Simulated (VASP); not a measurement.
AlN:

```xyz
2
Lattice="3.1303 0.0000 0.0000 0.0000 3.1303 0.0000 0.0000 0.0000 3.1303" Properties=species:S:1:pos:R:3 pbc="T T T"
Al    0.0000    0.0000    0.0000
N     1.5652    1.5652    1.5652
```

* Program: VASP 6.6.1
* Task: relaxation of cell and atoms
* Functional: PBE
* Potentials or basis: VASP PAW PBE potentials, release 64 (Al, N)
* Cutoff: 600 eV
* k mesh: 5 × 5 × 5
* Occupations: gaussian, width 0.15 eV
* Spin: no spin polarisation

At the start: pressure -30.8 GPa; volume 15.34 Å³/atom.

Where does the relaxation end?

Over 4 steps the energy falls by 1022.9 meV/atom and the volume is 8.91 Å³/atom (-41.9 %); space group Pm-3m (No. 221, to 0.05 Å).

Step by step:
```
step  energy change (eV)  largest force (eV/Å)  pressure (GPa)  volume (Å³)
   1              0.0000                0.0000          -30.83        30.67
   2             -1.9846                0.0000          -11.92        19.35
   3             -2.0438                0.0000           -2.51        18.12
   4             -2.0458                0.0000            0.43        17.83
```

Final structure:
```
Al N
1.0
     2.61243    0.00000    0.00000
     0.00000    2.61243    0.00000
     0.00000    0.00000    2.61243
Al N
1 1
Direct
  0.00000 0.00000 0.00000
  0.50000 0.50000 0.50000
```

Caveat: the volume moved by over 15 % at a fixed basis, so the end points are rough.
